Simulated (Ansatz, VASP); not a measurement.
One calculation of Ir, two programs

```
Ir
1.0
     0.00000    1.96234    1.96234
     1.96234    0.00000    1.96234
     1.96234    1.96234    0.00000
Ir
1
Direct
  0.00000 0.00000 0.00000
```

Alike in both runs: task single point; functional PBEsol; k mesh 13 × 13 × 13; occupations fermi-dirac, width 0.05 eV; no spin polarisation.

```csv
,VASP,Ansatz
version,VASP 6.6.1,Ansatz 0.2.0
potentials or method,"VASP PAW PBE potentials, release 64 (Ir), cutoff 500 eV","plane waves, PAW"
valence electrons in the cell,9,17
```

```csv
,VASP,Ansatz,Ansatz less VASP
pressure (GPa),-22.7,-23.2,-0.56
```

VASP's potentials were made for PBE, not for PBEsol. With one functional, cell and mesh, what is left measures potentials, basis and numerics. VASP's potentials hold 9 valence electrons a cell and Ansatz's 17, so a difference there can come from the potentials and not from the codes.

Spin-orbit coupling is off throughout.
